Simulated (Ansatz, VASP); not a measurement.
Two plane-wave programs on GaB

```
Ga B
1.0
     2.68150    0.00000    0.00000
     0.00000    2.68150    0.00000
     0.00000    0.00000    3.19247
Ga B
1 1
Cartesian
  1.3408 1.3408 1.5962
  0.0000 0.0000 0.0000
```

Alike in both runs: task single point; functional HSE06; k mesh 5 × 5 × 4; occupations fermi-dirac, width 0.05 eV; no spin polarisation.

|  | VASP | Ansatz |
| --- | --- | --- |
| version | VASP 6.6.1 | Ansatz 0.2.0 |
| potentials or method | VASP PAW PBE potentials, release 64 (Ga_d, B) | Ansatz PAW |
| plane-wave cutoff (eV) | 520 | 420 |
| valence electrons in the cell | 16 | 16 |

|  | VASP | Ansatz | Ansatz less VASP |
| --- | --- | --- | --- |
| gap on the k mesh at the Fermi level (eV) | none | none | - |
| pressure (GPa) | 0.9 | 0.5 | -0.39 |
| traceless stress, the component that is largest in VASP (GPa) | -2.65 | -2.62 | +0.029 |

A gap of «none» marks a metal or a gap that the smearing closes. The functional is the same, so the differences come from potentials, cutoffs and numerics.

The k mesh is coarse, so the values compare programs but aren't converged.
